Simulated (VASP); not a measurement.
Runs of VASP 6.6.1 on Ni. The structure is that of space group Fm-3m (No. 225), or close to it. The cells are those of the table. 

```csv
task,cell,gap on the mesh (eV),pressure (GPa),moment (μB)
single point,"a = 2.483 Å, angles 60.0°, 1 atom",none,-15.9,0.61
electric field gradients,"a = 2.488, b = 2.488, c = 2.475 Å, angles 60.2, 60.2, 59.7°, 1 atom",none,-16.0,0.61
electric field gradients,"a = 2.521 Å, angles 60.0°, 1 atom",none,-22.8,0.61
electric field gradients,"a = 2.483 Å, angles 60.0°, 1 atom",none,-16.0,0.61
single point,"a = 2.449 Å, angles 60.0°, 1 atom",none,-8.1,0.60
electric field gradients,"a = 2.538, b = 2.538, c = 2.575 Å, angles 59.5, 59.5, 61.0°, 1 atom",none,(b),0.62
electric field gradients,"a = 2.449 Å, angles 60.0°, 1 atom",none,-8.1,0.60
electric field gradients,"a = 2.463, b = 2.463, c = 2.425 Å, angles 60.5, 60.5, 59.0°, 1 atom",none,(a),0.60
electric field gradients,"a = 2.513, b = 2.513, c = 2.500 Å, angles 60.2, 60.2, 59.7°, 1 atom",none,-20.7,0.61
electric field gradients,"a = 2.541 Å, angles 60.0°, 1 atom",none,-25.7,0.62
electric field gradients,"a = 2.475, b = 2.475, c = 2.450 Å, angles 60.3, 60.3, 59.3°, 1 atom",none,-12.4,0.61
```

Alike in all rows: level LDA; potentials or basis VASP PAW LDA potentials, release 64 (Ni); spin collinear, ferromagnetic start; k mesh 20 × 20 × 20; cutoff (eV) 520; smearing fermi-dirac 0.05 eV.

Problem. Fill in the values left out.

Solution. (a) -8.2; (b) -26.8.

A gap of «none» marks levels without a gap at the run's occupations.
